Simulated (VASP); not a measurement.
Runs of VASP 6.6.1 on CeO2. The structure is that of space group Fm-3m (No. 225), or close to it. The cells are those of the table. 

```csv
level,spin,U,cell,k mesh,cutoff (eV),smearing,dipole correction,tolerance level,purpose,K density,gap on the mesh (eV),pressure (GPa),moment (μB)
LDA,"collinear, ferromagnetic start",-,"a = 3.745 Å, angles 60.0°, 3 atoms",9 × 9 × 9,520,fermi-dirac 0.05 eV,no,-,-,-,2.11,8.2,0.00
LDA,"collinear, ferromagnetic start",-,"a = 3.899 Å, angles 60.0°, 3 atoms",9 × 9 × 9,520,fermi-dirac 0.05 eV,no,-,-,-,1.78,(b),0.00
LDA,"non-collinear, typed start, SOC",-,"a = 3.849 Å, angles 60.0°, 3 atoms",9 × 9 × 9,520,fermi-dirac 0.05 eV,no,-,-,-,-,-8.3,0.00
LDA+U,"collinear, ferromagnetic start",Ce f U = 5 eV,"a = 3.824 Å, angles 60.0°, 3 atoms",21 × 21 × 21,640,tetrahedron 0.03 eV,-,standard,density of states,7 × 7 × 7,2.33,-,0.00
LDA+U,"collinear, ferromagnetic start",Ce f U = 5 eV,"a = 3.824 Å, angles 60.0°, 3 atoms",12 × 12 × 12,460,tetrahedron 0.03 eV,-,standard,density of states,7 × 7 × 7,(a),-,0.00
```

Alike in all rows: task single point; potentials or basis VASP PAW LDA potentials, release 64 (Ce, O).

Problem. Estimate the missing entries.

Solution. (a) 2.32; (b) -14.2.

Caveats: the magnetic or orbital state may not be the lowest; spin-orbit coupling is left out, which moves the levels of the heavy elements (at least some runs); an odd mesh through Γ misses points on the zone boundary, where band edges can lie (at least some runs); semilocal functionals describe open f shells poorly, which spoils levels, moments and volumes (at least some runs); the cell stands under tension (at least some runs); the cell stands under pressure (at least some runs); the cutoff is under 1.25 times the usual one of these potentials, so pressure, stress and relaxed cells hold a basis-set (Pulay) error (at least some runs).

A k mesh can miss the band edges, and rows without SOC leave out spin-orbit coupling on Ce.
